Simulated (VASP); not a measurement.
A run of VASP 6.6.1 is set up as follows.

The input INCAR:

```
SYSTEM = SnC3
PREC     = Accurate       ! precision mode
ENCUT    = 520            ! plane-wave cutoff, eV
EDIFF    = 1E-7           ! SCF threshold, eV
ISMEAR   = -1             ! smearing method
SIGMA    = 0.02           ! smearing width, eV
LREAL    = .FALSE.        ! projectors in reciprocal space
LASPH    = .TRUE.         ! aspherical terms in the spheres
NELM     = 100            ! most SCF steps
ALGO     = Normal         ! electronic algorithm
ISIF     = 2              ! what is computed and relaxed
LWAVE    = .FALSE.        ! write WAVECAR
LCHARG   = .FALSE.        ! write CHGCAR
GGA      = PE             ! functional
NBANDS   = 21             ! bands
```

Contents of KPOINTS:

```
Automatic mesh
0
G
  10 10 10
  0 0 0
```

Contents of POSCAR:

```
SnC3
1.0
    1.5669476273      0.9046776344      5.1713512526
   -1.5669476273      0.9046776344      5.1713512526
    0.0000000000     -1.8093552688      5.1713512526
C Sn
3 1
Direct
    1.0142625338      0.0142625338      0.0142625338
    0.4775486066      0.4775486066      0.4775486066
    0.3833323660      0.3833323660      0.3833323660
    0.8748564936      0.8748564936      0.8748564936
```

Potentials or basis: VASP PAW PBE potentials, release 64 (C, Sn_d).

Command:

```console
$ cat potpaw_PBE.64/C/POTCAR potpaw_PBE.64/Sn_d/POTCAR > POTCAR
$ mpirun -np 1 vasp_std > vasp.out
```

**Question.** Estimate the pressure.

**Answer.** 2.7 GPa.

**Question.** Estimate the largest force.

**Answer.** 0.206 eV/Å.

Forces on the atoms (eV/Å):
```
C    0.000  0.000  0.203
C    0.000  0.000 -0.203
C    0.000  0.000 -0.206
Sn   0.000  0.000  0.206
```
